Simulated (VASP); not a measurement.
# Ge (I4_1/amd) in VASP: notebook

The runs below take Ge through single point, with r2SCAN.

All numbers are computed with VASP 6.6.1; they aren't measurements. Logs are shortened: lines on timing, memory, paths and dates and some standing lists are left out, and cuts for length are marked.

## (1) The cell of the first run

It takes space group I4_1/amd (No. 141, tetragonal). The conventional cell has a = 5.149 Å, b = 5.149 Å, c = 2.753 Å, α = 90.00°, β = 90.00°, γ = 90.00°. Within 3.5 Å of Ge (site symmetry -4m2) lie 10 Ge at 2.66 to 3.30 Å.

## (2) Single point, r2SCAN (strain +0.000 along x and y, -0.015 along z)

Input file POSCAR:

```
Ge
1.0
   -2.5744897190      2.5744897190      1.3764514536
    2.5744897190     -2.5744897190      1.3764514536
    2.5744897190      2.5744897190     -1.3764514536
Ge
2
Direct
    0.2500000000      0.7500000000      0.5000000000
    0.5000000000      0.5000000000      0.0000000000
```

Input file INCAR.step1:

```
SYSTEM = Ge
PREC = Accurate ; ENCUT = 520
ISMEAR = 0 ; SIGMA = 0.15
LREAL = .FALSE. ; LASPH = .TRUE.
NELM = 80 ; NBANDS = 21
GGA = PE ; ALGO = Normal
EDIFF = 1E-4 ; LWAVE = .TRUE.
LCHARG = .FALSE.
```

Input file INCAR.step2:

```
SYSTEM = Ge
PREC = Accurate ; ENCUT = 520
EDIFF = 1E-6 ; ISMEAR = 0
SIGMA = 0.15 ; LREAL = .FALSE.
LASPH = .TRUE. ; NELM = 80
ALGO = Normal ; ISIF = 2
LWAVE = .FALSE. ; LCHARG = .FALSE.
METAGGA = R2SCAN ; LMIXTAU = .TRUE.
NBANDS = 21 ; ISTART = 1
```

Input file KPOINTS:

```
regular mesh
0
G
  20 20 20
  0 0 0
```

Potentials or basis: VASP PAW PBE potentials, release 64 (Ge_d).

Command:

```
> cat potpaw_PBE.64/Ge_d/POTCAR > POTCAR
> cp INCAR.step1 INCAR
> mpirun -np 1 vasp_std > vasp.out
> cp INCAR.step2 INCAR
> mpirun -np 1 vasp_std > vasp.out
```

OUTCAR:

```text
SYSTEM = Ge
   PREC = Accurate
   ENCUT = 520
   EDIFF = 1E-6
   ISMEAR = 0
   LREAL = .FALSE.
   LASPH = .TRUE.
   NELM = 80
   ISIF = 2
   METAGGA = R2SCAN
   ISTART = 1

 ion  position               nearest neighbor table
   1  0.250  0.750  0.500-   2 2.66   2 2.66   2 2.66   2 2.66
   2  0.500  0.500  0.000-   1 2.66   1 2.66   1 2.66   1 2.66

  LATTYP: Found a body centered tetragonal cell.
 ALAT       =     5.1489794380
 C/A-ratio  =     0.5346502041

  Lattice vectors:

 A1 = (  -2.5744897190,   2.5744897190,   1.3764514536)
 A2 = (   2.5744897190,  -2.5744897190,   1.3764514536)
 A3 = (   2.5744897190,   2.5744897190,  -1.3764514536)

Analysis of symmetry for initial positions (statically):
=====================================================================
 Subroutine PRICEL returns:
 Original cell was already a primitive cell.

 Routine SETGRP: Setting up the symmetry group for a
 body centered tetragonal supercell.

 Subroutine GETGRP returns: Found 16 space group operations
 (whereof  8 operations were pure point group operations)
 out of a pool of 16 trial point group operations.

The static configuration has the point symmetry D_2d.
 The point group associated with its full space group is D_4h.

Analysis of symmetry for dynamics (positions and initial velocities):
=====================================================================
 Subroutine PRICEL returns:
 Original cell was already a primitive cell.

 Routine SETGRP: Setting up the symmetry group for a
 body centered tetragonal supercell.

 Subroutine GETGRP returns: Found 16 space group operations
 (whereof  8 operations were pure point group operations)
 out of a pool of 16 trial point group operations.

The dynamic configuration has the point symmetry D_2d.
 The point group associated with its full space group is D_4h.

 Subroutine INISYM returns: Found 16 space group operations
 (whereof  8 operations are pure point group operations),
 and found     1 'primitive' translations

----------------------------------------------------------------------------------------

                                     Primitive cell

  volume of cell :      36.4925

  direct lattice vectors                    reciprocal lattice vectors
    -2.574489719  2.574489719  1.376451454     0.000000000  0.194213244  0.363252913
     2.574489719 -2.574489719  1.376451454     0.194213244  0.000000000  0.363252913
     2.574489719  2.574489719 -1.376451454     0.194213244  0.194213244  0.000000000

  length of vectors
     3.892378865  3.892378865  3.892378865     0.411911960  0.411911960  0.274659004

  position of ions in fractional coordinates (direct lattice)
     0.250000000  0.750000000  0.500000000
     0.500000000  0.500000000  0.000000000

  ion indices of the primitive-cell ions
   primitive index   ion index
                 1           1
                 2           2

----------------------------------------------------------------------------------------

 KPOINTS: regular mesh

Automatic generation of k-mesh.
 Grid dimensions read from file:
 generate k-points for:   20   20   20

 Generating k-lattice:

  Cartesian coordinates                     Fractional coordinates (reciprocal lattice)
     0.000000000  0.009710662  0.018162646     0.050000000 -0.000000000  0.000000000
     0.009710662  0.000000000  0.018162646    -0.000000000  0.050000000  0.000000000
     0.009710662  0.009710662  0.000000000     0.000000000  0.000000000  0.050000000

  Length of vectors
     0.020595598  0.020595598  0.013732950

  Shift w.r.t. Gamma in fractional coordinates (k-lattice)
     0.000000000  0.000000000  0.000000000

 Subroutine IBZKPT returns following result:
 ===========================================

 Found    641 irreducible k-points:

 Following reciprocal coordinates:
            Coordinates               Weight
  0.000000  0.000000  0.000000      1.000000
  0.050000  0.000000 -0.000000      8.000000
  0.100000 -0.000000  0.000000      8.000000
  0.150000 -0.000000  0.000000      8.000000
  0.200000 -0.000000  0.000000      8.000000
  0.250000 -0.000000  0.000000      8.000000
[... 16 lines left out ...]
 -0.400000  0.050000 -0.000000     16.000000
 -0.350000  0.050000  0.000000     16.000000
 [... further k-points ...]
   k-points           NKPTS =    641   k-points in BZ     NKDIM =    641   number of bands    NBANDS=     21
   number of dos      NEDOS =    301   number of ions     NIONS =      2
   total plane-waves  NPLWV =  27000
   dimension x,y,z NGX =    30 NGY =   30 NGZ =   30
   dimension x,y,z NGXF=    60 NGYF=   60 NGZF=   60
   ions per type =               2
   NGX,Y,Z   is equivalent  to a cutoff of  12.81, 12.81, 12.81 a.u.
   NGXF,Y,Z  is equivalent  to a cutoff of  25.63, 25.63, 25.63 a.u.
 SYSTEM =  Ge
   PREC   = accura    normal or accurate (medium, high low for compatibility)
   ISTART =      1    job   : 0-new  1-cont  2-samecut
   ICHARG =      0    charge: 1-file 2-atom 10-const
   ISPIN  =      1    spin polarized calculation?
   LNONCOLLINEAR =      F non collinear calculations
   LSORBIT =      F    spin-orbit coupling
   LASPH  =      T    aspherical Exc in radial PAW
   ENCUT  =  520.0 eV  38.22 Ry    6.18 a.u.   7.24  7.24  7.24*2*pi/ulx,y,z
   NELM   =     80;   NELMIN=  2; NELMDL=  0     # of ELM steps
   EDIFF  = 0.1E-05   stopping-criterion for ELM
   LREAL  =      F    real-space projection
   EDIFFG = 0.1E-04   stopping-criterion for IOM
   NSW    =      0    number of steps for IOM
   IBRION =     -1    ionic relax: 0-MD 1-quasi-New 2-CG
   NFREE  =      0    steps in history (QN), initial steepest desc. (CG)
   ISIF   =      2    stress and relaxation
   ISYM   =      2    0-nonsym 1-usesym 2-fastsym
   POTIM  = 0.5000    time-step for ionic-motion
   TEBEG  =    0.0;   TEEND  =   0.0 temperature during run
   PSTRESS=    0.0 pullay stress
   NELECT =      28.0000    total number of electrons
   NUPDOWN=      -1.0000    fix difference up-down
   EMIN   =  10.00;   EMAX   =-10.00  energy-range for DOS
   EFERMI =   0.00;   METHOD = LEGACY
   ISMEAR =     0;   SIGMA  =   0.15  broadening in eV -4-tet -1-fermi 0-gaus
   EFERMI_NEDOS =   21; number of points for ismear=-14 and -15
   IALGO  =     38    algorithm
   IMIX   =      4    mixing-type and parameters
     AMIX     =   0.40;   BMIX     =  1.00
     AMIX_MAG =   1.60;   BMIX_MAG =  1.00
  volume/ion in A,a.u.               =      18.25       123.13
  Fermi-wavevector in a.u.,A,eV,Ry     =   1.498740  2.832209 30.561720  2.246223
  Thomas-Fermi vector in A             =   2.610460
   LORBIT       =      0    0 simple, 1 ext, 2 COOP (PROOUT), +10 PAW based schemes
   METAGGA = R2SCAN    functional components
   LHFCALC =     F    Hartree Fock is set to
   AEXX    =    0.0000 exact exchange contribution
   IVDW    =     0    specifies the selected vdW correction
   LEPSILON=     F    determine dielectric tensor
   LRPA    =     F    only Hartree local field effects (RPA)
 non-spin polarized calculation
 Gauss-broadening in eV      SIGMA  =   0.15
  energy-cutoff  :      520.00
  volume of cell :       36.49
 maximum number of plane-waves:      1013
 NGX is ok and might be reduce to    30
   NGX = 15   NGY = 15   NGZ = 15

 number of electron      28.0000020 magnetization

 Free energy of the ion-electron system (eV)
  ---------------------------------------------------
  ext. energy  EPLUGINS =         0.00000000
  ---------------------------------------------------
  free energy    TOTEN  =       -27.02022727 eV

  energy without entropy =      -27.01233782  energy(sigma->0) =      -27.01628255

 E-fermi :   6.8470     XC(G=0): -12.4655

 val. band max:        6.8406429877   @ k =  -0.4000  -0.4000   0.4000
 cond. band min:       6.8476771803   @ k =  -0.4500   0.2000   0.0000
 fundamental gap:      0.0070341926
 Fermi energy:         6.8469546599

 k-point     1 :       0.0000    0.0000    0.0000
  band No.  band energies     occupation
      1     -18.6509      2.00000
      2     -18.6133      2.00000
      3     -18.5806      2.00000
      4     -18.5671      2.00000
      5     -18.4463      2.00000
      6     -18.4463      2.00000
[... 13 lines left out ...]
     20      18.9056      0.00000
     21      19.9758      0.00000

 k-point     2 :       0.0500    0.0000   -0.0000
  band No.  band energies     occupation
      1     -18.6500      2.00000
      2     -18.6091      2.00000
      3     -18.5753      2.00000
      4     -18.5656      2.00000
      5     -18.4503      2.00000
      6     -18.4501      2.00000
[... 13 lines left out ...]
     20      18.9333      0.00000
     21      20.3683      0.00000

 k-point     3 :       0.1000   -0.0000    0.0000
  band No.  band energies     occupation
      1     -18.6468      2.00000
      2     -18.5971      2.00000
      3     -18.5614      2.00000
      4     -18.5607      2.00000
      5     -18.4589      2.00000
      6     -18.4570      2.00000
[... 13 lines left out ...]
     20      18.8823      0.00000
     21      19.7169      0.00000

 k-point     4 :       0.1500   -0.0000    0.0000
  band No.  band energies     occupation
      1     -18.6412      2.00000
      2     -18.5791      2.00000
      3     -18.5548      2.00000
      4     -18.5401      2.00000
      5     -18.4703      2.00000
      6     -18.4635      2.00000
[... 13 lines left out ...]
     20      18.0838      0.00000
     21      18.6219      0.00000

 k-point     5 :       0.2000   -0.0000    0.0000
  band No.  band energies     occupation
      1     -18.6337      2.00000
      2     -18.5587      2.00000
      3     -18.5467      2.00000
      4     -18.5196      2.00000
      5     -18.4831      2.00000
      6     -18.4653      2.00000
[... 13 lines left out ...]
     20      17.1641      0.00000
     21      18.1279      0.00000
[... 382 lines left out ...]
     20      19.1803      0.00000
     21      19.7363      0.00000

 k-point    22 :      -0.4500    0.0500    0.0000
  band No.  band energies     occupation
      1     -18.6021      2.00000
      2     -18.5489      2.00000
      3     -18.5442      2.00000
      4     -18.5190      2.00000
      5     -18.4889      2.00000
      6     -18.4865      2.00000
[... 13 lines left out ...]
     20      18.2161      0.00000
     21      19.9879      0.00000

 k-point    23 :      -0.4000    0.0500   -0.0000
  band No.  band energies     occupation
      1     -18.6062      2.00000
      2     -18.5400      2.00000
      3     -18.5347      2.00000
      4     -18.5236      2.00000
      5     -18.4943      2.00000
      6     -18.4802      2.00000
[... 13 lines left out ...]
     20      16.8083      0.00000
     21      19.2257      0.00000

 k-point    24 :      -0.3500    0.0500    0.0000
  band No.  band energies     occupation
      1     -18.6121      2.00000
      2     -18.5364      2.00000
      3     -18.5294      2.00000
      4     -18.5227      2.00000
      5     -18.4971      2.00000
      6     -18.4725      2.00000
[... 13 lines left out ...]
     20      16.2980      0.00000
     21      18.5629      0.00000

 [... further k-points ...]

------------------------ aborting loop because EDIFF is reached ----------------------------------------

  FORCE on cell =-STRESS in cart. coord.  units (eV):
  Direction    XX          YY          ZZ          XY          YZ          ZX
  --------------------------------------------------------------------------------------
  -------------------------------------------------------------------------------------
  Total        0.2081924      0.2081924      0.7304444      0.0000000     -0.0000000      0.0000000
  in kB        9.1405499      9.1405499     32.0696728      0.0000000     -0.0000000      0.0000000
  external PRESSURE =      16.7835909 kB  Pullay stress =       0.0000000 kB

 VOLUME and BASIS-vectors are now :
 -----------------------------------------------------------------------------
  energy-cutoff  :      520.00
  volume of cell :       36.49
      direct lattice vectors                 reciprocal lattice vectors
    -2.574489719  2.574489719  1.376451454     0.000000000  0.194213244  0.363252913
     2.574489719 -2.574489719  1.376451454     0.194213244  0.000000000  0.363252913
     2.574489719  2.574489719 -1.376451454     0.194213244  0.194213244  0.000000000

 POSITION                                       TOTAL-FORCE (eV/Angst)
 -----------------------------------------------------------------------------------
      2.57449      0.00000      0.68823        -0.000000      0.000000      0.000000
      0.00000      0.00000      1.37645         0.000000     -0.000000     -0.000000
 -----------------------------------------------------------------------------------
    total drift:                                0.000000     -0.000000      0.000000

  FREE ENERGIE OF THE ION-ELECTRON SYSTEM (eV)
  ---------------------------------------------------
  free  energy   TOTEN  =       -27.0202272660 eV

  energy  without entropy=      -27.0123378245  energy(sigma->0) =      -27.01628255
```

It took 19 min on 1 thread of AMD EPYC 9R45 (Zen 5), shared host; peak memory 0.45 GiB.

What came out:

| Item | Value |
| --- | --- |
| Free energy | -27.0202 eV |
| Pressure | 1.7 GPa |
| Band gap on the k mesh | zero (bands 14 and 15 overlap by 5.40 eV) |

Caveat: the cell differs from its parent crystal (strain +0.000 along x and y, -0.015 along z); the PAW data sets were made with another functional, which shifts forces and pressure a little.

## (3) Single point, r2SCAN (strain -0.015 along x and y, +0.015 along z)

Input file POSCAR:

```
Ge
1.0
   -2.5358723732      2.5358723732      1.4183738328
    2.5358723732     -2.5358723732      1.4183738328
    2.5358723732      2.5358723732     -1.4183738328
Ge
2
Direct
    0.2500000000      0.7500000000      0.5000000000
    0.5000000000      0.5000000000      0.0000000000
```

Input file INCAR.step1:

```
  ALGO = Normal
  EDIFF = 1E-4
  ENCUT = 520
  GGA = PE
  ISMEAR = 0
  LASPH = True
  LCHARG = False
  LREAL = False
  LWAVE = True
  NBANDS = 21
  NELM = 80
  PREC = Accurate
  SIGMA = 0.15
```

Input file INCAR.step2:

```
  ALGO = Normal
  EDIFF = 1E-6
  ENCUT = 520
  ISIF = 2
  ISMEAR = 0
  ISTART = 1
  LASPH = True
  LCHARG = True
  LELF = True
  LMIXTAU = True
  LREAL = False
  LVHAR = True
  LWAVE = False
  METAGGA = R2SCAN
  NBANDS = 21
  NELM = 80
  PREC = Accurate
  SIGMA = 0.15
```

Input file KPOINTS:

```
k-points
0
Gamma
  20 20 20
```

Potentials or basis: VASP PAW PBE potentials, release 64 (Ge_d).

Command:

```
> cat potpaw_PBE.64/Ge_d/POTCAR > POTCAR
> cp INCAR.step1 INCAR
> mpirun -np 1 vasp_std > vasp.out
> cp INCAR.step2 INCAR
> mpirun -np 1 vasp_std > vasp.out
```

Wall time 35 min (1 thread of Intel Xeon 8259CL, shared host); peak memory 0.48 GiB.

Results (log left out):

* Free energy: -27.0262 eV
* Pressure: 1.7 GPa
* Band gap on the k mesh: zero (bands 14 and 15 overlap by 5.73 eV)

Stress tensor (GPa, compression positive):
```
1.96 0.00 0.00
0.00 1.96 0.00
0.00 0.00 1.27
```

Levels at points of the mesh, in eV from the Fermi level:
```
           k point  band 12  band 13  band 14  band 15  band 16  band 17
(0.00, 0.00, 0.00)    -3.67    -2.44    -2.44     3.84     8.15     8.34
(0.50, 0.00, 0.00)    -6.86    -2.59    -2.11    -1.68     2.73     3.88
(0.50, 0.50, 0.00)   -11.08     0.74     0.74     2.53     2.53     7.51
(0.50, 0.50, 0.50)    -9.16    -6.24    -6.24     5.90     5.90    12.25
```

Caveat: the cell differs from its parent crystal (strain -0.015 along x and y, +0.015 along z); the PAW data sets were made with another functional, which shifts forces and pressure a little.
